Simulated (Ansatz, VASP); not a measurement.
# One calculation of NaH, two programs

The input INCAR:

```
SYSTEM = NaH
PREC     = Accurate       ! precision mode
ENCUT    = 520            ! plane-wave cutoff, eV
EDIFF    = 1E-7           ! SCF threshold, eV
ISMEAR   = 0              ! smearing method
SIGMA    = 0.05           ! smearing width, eV
LREAL    = .False.        ! projectors in reciprocal space
LASPH    = .True.         ! aspherical terms in the spheres
NELM     = 60             ! most SCF steps
ALGO     = Normal         ! electronic algorithm
ISIF     = 2              ! what is computed and relaxed
LWAVE    = .False.        ! write WAVECAR
LCHARG   = .False.        ! write CHGCAR
NBANDS   = 11             ! bands
```

The input KPOINTS:

```
regular mesh
0
Gamma
  12 12 12
  0 0 0
```

POSCAR

```
NaH
1.0
    2.9551240000      0.0000000000      0.0000000000
    0.0000000000      2.9551240000      0.0000000000
    0.0000000000      0.0000000000      3.0142264800
Na H
1 1
Direct
    0.0000000000      0.0000000000      0.0000000000
    0.5000000000      0.5000000000      0.5000000000
```

Input for Ansatz:

```yaml
crystal:
  lattice:
    - [2.955124, 0.0, 0.0]
    - [0.0, 2.955124, 0.0]
    - [0.0, 0.0, 3.01422648]
  atoms:
    - { symbol: Na, position: [0.0, 0.0, 0.0] }
    - { symbol: H, position: [0.5, 0.5, 0.5] }
basis:
  ecutwfc: 420
kpoints:
  mp_grid: { grid: [12, 12, 12] }
hamiltonian:
  xc: lda
scf:
  occupations: { method: gaussian, width: 0.05 }
output:
  forces: true
  stress: true
  eigenvalues: true
```

Change from the starting cell: strain +0.0200 x Voigt [0, 0, 1, 0, 0, 0], atoms carried along.

Alike in both runs: task single point; functional LDA; k mesh 12 × 12 × 12; occupations gaussian, width 0.05 eV; no spin polarisation.

|  | VASP | Ansatz |
| --- | --- | --- |
| version | VASP 6.6.1 | Ansatz 0.2.0 |
| potentials or method | VASP PAW LDA potentials, release 64 (Na_pv, H), cutoff 520 eV | scalar-relativistic, plane waves, PAW |
| valence electrons in the cell | 8 | 10 |

Ansatz gave:

| Quantity | Value |
| --- | --- |
| gap on the k mesh at the Fermi level (eV) | 0.46 |
| least direct gap on the mesh (eV) | 4.06 |
| pressure (GPa) | -2.4 |
| traceless stress, the component that is largest in VASP (GPa) | -1.43 |

What did VASP give for the same quantities?

gap on the k mesh at the Fermi level (eV): 0.46; least direct gap on the mesh (eV): 4.05; pressure (GPa): -2.5; traceless stress, the component that is largest in VASP (GPa): -1.43.

LDA's correlation is that of Perdew and Zunger in VASP and of Perdew and Wang (1992) in Ansatz. VASP's potentials hold 8 valence electrons a cell and Ansatz's 10, so a difference there can come from the potentials and not from the codes.
